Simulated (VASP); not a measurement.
Input of a VASP 6.6.1 run:

File INCAR:

```
SYSTEM = C
PREC = Accurate ; ENCUT = 520
EDIFF = 1E-7 ; ISMEAR = -1
SIGMA = 0.05 ; LREAL = .FALSE.
LASPH = .TRUE. ; NELM = 80
ALGO = Normal ; ISIF = 2
LWAVE = .FALSE. ; LCHARG = .FALSE.
GGA = PE ; NBANDS = 11
```

Contents of KPOINTS:

```
Automatic mesh
0
G
  13 13 13
  0 0 0
```

POSCAR

```
C
1.0
    0.0000000000      1.7833700000      1.7833700000
    1.7477026000      0.0000000000      1.7833700000
    1.7477026000      1.7833700000      0.0000000000
C
2
Direct
    0.7500000000      0.7500000000      0.7500000000
    0.5000000000      0.5000000000      0.5000000000
```

Potentials or basis: VASP PAW PBE potentials, release 64 (C).

The run is started by

```bash
$ cat potpaw_PBE.64/C/POTCAR > POTCAR
$ mpirun -np 1 vasp_std > vasp.out
```

What does it give for the pressure?

11.8 GPa.

Predict the band gap on the k mesh.

3.66 eV, indirect (least direct gap 5.28 eV).

Stress tensor (GPa, compression positive):
```
24.29  0.00  0.00
 0.00  5.50  0.00
 0.00  0.00  5.50
```

A k mesh can miss the band edges.
